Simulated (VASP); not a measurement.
A run of VASP 6.6.1 is set up as follows.

Contents of INCAR:

```
PREC     = Accurate       # precision mode
ENCUT    = 520            # plane-wave cutoff, eV
EDIFF    = 1E-7           # SCF threshold, eV
ISMEAR   = -1             # smearing method
SIGMA    = 0.05           # smearing width, eV
LREAL    = F              # projectors in reciprocal space
LASPH    = T              # aspherical terms in the spheres
NELM     = 80             # most SCF steps
ALGO     = Normal         # electronic algorithm
ISIF     = 2              # what is computed and relaxed
LWAVE    = F              # write WAVECAR
LCHARG   = F              # write CHGCAR
NBANDS   = 18             # bands
```

KPOINTS

```
Automatic mesh
0
Gamma
  8 1 6
```

Contents of POSCAR:

```
P
1.0
    3.3054748950      0.0000000000      0.0000000000
    0.0000000000     35.0878789824      0.0000000000
    0.0000000000      0.0000000000      4.6627616617
P
4
Direct
    0.5000000000      0.9702614300      0.9078492800
    0.5000000000      0.0297385700      0.0921507200
    0.0000000000      0.0297385700      0.4078492800
    0.0000000000      0.9702614300      0.5921507200
```

Potentials or basis: VASP PAW LDA potentials, release 64 (P).

The run is started by

```sh
$ cat potpaw_LDA.64/P/POTCAR > POTCAR
$ mpirun -np 1 vasp_std > vasp.out
```

(1) Estimate the band gap on the k mesh.

(2) Estimate the largest force.

## Answers

(1) 0.87 eV.

(2) 0.191 eV/Å.

Caveat: there is no dipole correction, which matters where the two faces differ.
